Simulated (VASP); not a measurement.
# C19O: single point with LDA

C19O, a slab with vacuum:

```xyz
20
Lattice="7.3980 0.0000 0.0000 -3.6990 6.4069 0.0000 0.0000 0.0000 12.0000" Properties=species:S:1:pos:R:3 pbc="T T T"
C     0.0303    0.0469    0.8682
C     1.2569    0.7551    0.8677
C    -1.1937    2.1697    0.8681
C     0.0304    2.8768    0.8698
C    -2.4421    4.3044    0.8690
C    -1.1938    5.0253    0.8678
C     2.5054    0.0349    0.8654
C     3.7303    0.7415    0.8628
C     1.2570    2.1690    0.8686
C     2.5054    2.8897    0.8679
C     0.0308    4.3185    0.8700
C     1.2572    5.0271    0.8664
C     4.9560    0.0334    0.8621
C     6.2039    0.7536    0.8659
C     3.7296    2.1825    0.8661
C     4.9561    2.8905    0.8682
C     2.5051    4.3058    0.8681
C     3.7294    5.0124    0.8687
C    -0.2420    5.7963    3.7042
O    -1.1394    5.5691    4.3474
```

* Program: VASP 6.6.1
* Task: single point
* Functional: LDA
* Potentials or basis: VASP PAW LDA potentials, release 64 (C, O)
* Cutoff: 520 eV
* k mesh: 2 × 2 × 1
* Occupations: gaussian, width 0.05 eV
* Spin: no spin polarisation

```yaml
Largest_force: 1.157 eV/Å
Band_gap_on_the_k_mesh: 0.22 eV, direct
```

Forces in eV/Å, atoms in the order of the input:
```
C   -0.002  0.005  0.002
C    0.001  0.005  0.000
C   -0.002 -0.001  0.001
C    0.012  0.002 -0.003
C    0.004 -0.003  0.001
C   -0.003  0.000  0.000
C    0.001 -0.004 -0.001
C    0.000 -0.002  0.001
C    0.004  0.011 -0.001
C   -0.004 -0.001  0.000
C    0.006  0.000 -0.002
C    0.002  0.008 -0.002
C    0.008 -0.010  0.005
C    0.000  0.002 -0.001
C    0.006 -0.004  0.000
C    0.002 -0.008 -0.003
C   -0.008  0.014  0.000
C   -0.007  0.009  0.000
C    0.899  0.200 -0.666
O   -0.919 -0.223  0.667
```

Levels at points of the mesh, in eV from the valence-band top:
```
           k point  band 39  band 40  band 41  band 42  band 43  band 44
(0.00, 0.00, 0.00)    -2.91    -0.01     0.00     0.22     0.23     2.54
(0.50, 0.00, 0.00)    -2.53    -2.51    -2.24     1.71     2.41     2.48
(0.00, 0.50, 0.00)    -2.52    -2.51    -2.24     1.72     2.40     2.47
(0.50, 0.50, 0.00)    -2.52    -2.51    -2.24     1.72     2.40     2.45
```

It took 3 min on 1 thread of AMD EPYC 9R45 96-Core Processor (Zen 5) (shared host), peak memory 0.43 GiB.

Caveat: the k points lie up to 0.49 Å⁻¹ apart.
